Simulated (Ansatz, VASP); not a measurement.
# Si: VASP beside Ansatz

File INCAR:

```
  ALGO = Normal
  EDIFF = 1E-6
  EDIFFG = -0.01
  ENCUT = 600
  GGA = PE
  IBRION = 2
  ISIF = 3
  ISMEAR = 0
  LASPH = T
  LCHARG = F
  LREAL = F
  LWAVE = F
  NELM = 100
  NSW = 100
  PREC = Accurate
  SIGMA = 0.1
```

KPOINTS

```
k-points
0
Gamma
  10 10 4
```

POSCAR

```
Si
1.0
    4.0972731124      0.0000000000      0.0000000000
    0.0000000000      4.0972731124      0.0000000000
    0.0000000000      0.0000000000     11.0113820258
Si
10
Direct
    0.5000000000      0.5000000000      0.0000000000
    0.5000000000      0.5000000000      0.5000000000
    0.1551805489      0.7468608172      0.6454167954
    0.8448194511      0.2531391828      0.6454167954
    0.7468608172      0.8448194511      0.3545832046
    0.2531391828      0.1551805489      0.3545832046
    0.1551805489      0.2531391828      0.1454167954
    0.8448194511      0.7468608172      0.1454167954
    0.7468608172      0.1551805489      0.8545832046
    0.2531391828      0.8448194511      0.8545832046
```

Input for Ansatz:

```yaml
crystal:
  lattice:
    - [4.0972731124, 0.0, 0.0]
    - [0.0, 4.0972731124, 0.0]
    - [0.0, 0.0, 11.0113820258]
  atoms:
    - { symbol: Si, position: [0.5, 0.5, 0.0] }
    - { symbol: Si, position: [0.5, 0.5, 0.5] }
    - { symbol: Si, position: [0.1551805489, 0.7468608172, 0.6454167954] }
    - { symbol: Si, position: [0.8448194511, 0.2531391828, 0.6454167954] }
    - { symbol: Si, position: [0.7468608172, 0.8448194511, 0.3545832046] }
    - { symbol: Si, position: [0.2531391828, 0.1551805489, 0.3545832046] }
    - { symbol: Si, position: [0.1551805489, 0.2531391828, 0.1454167954] }
    - { symbol: Si, position: [0.8448194511, 0.7468608172, 0.1454167954] }
    - { symbol: Si, position: [0.7468608172, 0.1551805489, 0.8545832046] }
    - { symbol: Si, position: [0.2531391828, 0.8448194511, 0.8545832046] }
basis:
  ecutwfc: 420
kpoints:
  mp_grid: { grid: [10, 10, 4] }
hamiltonian:
  xc: pbe
scf:
  occupations: { method: gaussian, width: 0.1 }
output:
  forces: true
  stress: true
  eigenvalues: true
relax:
  adjacent_minimum: "off"
  f_tol: 0.01
  max_steps: 80
  cell: { stress_tol: 0.05 }
```

Alike in both runs: task relaxation of cell and atoms; functional PBE; k mesh 10 × 10 × 4; occupations gaussian, width 0.1 eV; no spin polarisation.

```csv
,VASP,Ansatz
version,VASP 6.6.1,Ansatz 0.2.0
potentials or method,"VASP PAW PBE potentials, release 64 (Si), cutoff 600 eV","scalar-relativistic, plane waves, PAW"
valence electrons in the cell,40,40
```

```tsv
	VASP	Ansatz	Ansatz less VASP
gap on the k mesh at the Fermi level, each at its own relaxed structure (eV)	none	none	-
relaxed volume (Å³/atom)	18.55	18.56	+0.017
relaxed cell length with the largest relative difference (Å)	4.108	4.109	+0.0018
```

A gap of «none» marks a metal or a gap that the smearing closes.
